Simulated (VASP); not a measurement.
In3Sb:

```
CELL_PARAMETERS angstrom
4.83696 0.00000 0.00000
0.00000 4.83696 0.00000
0.00000 0.00000 4.83696
ATOMIC_POSITIONS crystal
In 0.50000 0.50000 0.00000
In 0.50000 0.00000 0.50000
In 0.00000 0.50000 0.50000
Sb 0.00000 0.00000 0.00000
```

| Item | Value |
| --- | --- |
| Program | VASP 6.6.1 |
| Task | relaxation of cell and atoms |
| Functional | r2SCAN |
| Potentials or basis | VASP PAW PBE potentials, release 64 (In_d, Sb) |
| Cutoff | 600 eV |
| k mesh | 10 × 10 × 10 |
| Occupations | gaussian, width 0.1 eV |
| Spin | no spin polarisation |

At the start: pressure -1.2 GPa; volume 28.29 Å³/atom.

Where does the relaxation end?

Over 4 steps the energy falls by 3.2 meV/atom and the volume is 27.44 Å³/atom (-3.0 %); space group Pm-3m (No. 221, to 0.1 Å) before and after.

Step by step:
```
step  energy change (eV)  largest force (eV/Å)  pressure (GPa)  volume (Å³)
   1              0.0000                0.0000           -1.19       113.17
   2             -0.0130                0.0000           -0.04       109.76
   3             -0.0130                0.0000            0.04       109.64
   4             -0.0130                0.0000            0.01       109.75
```

Final structure:
```cif
data_structure
_symmetry_space_group_name_H-M 'P 1'
_symmetry_Int_Tables_number 1
_cell_length_a 4.7878
_cell_length_b 4.7878
_cell_length_c 4.7878
_cell_angle_alpha 90.000
_cell_angle_beta 90.000
_cell_angle_gamma 90.000
_cell_volume 109.75
loop_
_atom_site_label
_atom_site_type_symbol
_atom_site_fract_x
_atom_site_fract_y
_atom_site_fract_z
_atom_site_occupancy
In1 In 0.50000 0.50000 0.00000 1
In2 In 0.50000 0.00000 0.50000 1
In3 In 0.00000 0.50000 0.50000 1
Sb1 Sb 0.00000 0.00000 0.00000 1
```

Caveat: the PAW data sets were made with another functional, which shifts forces and pressure a little.
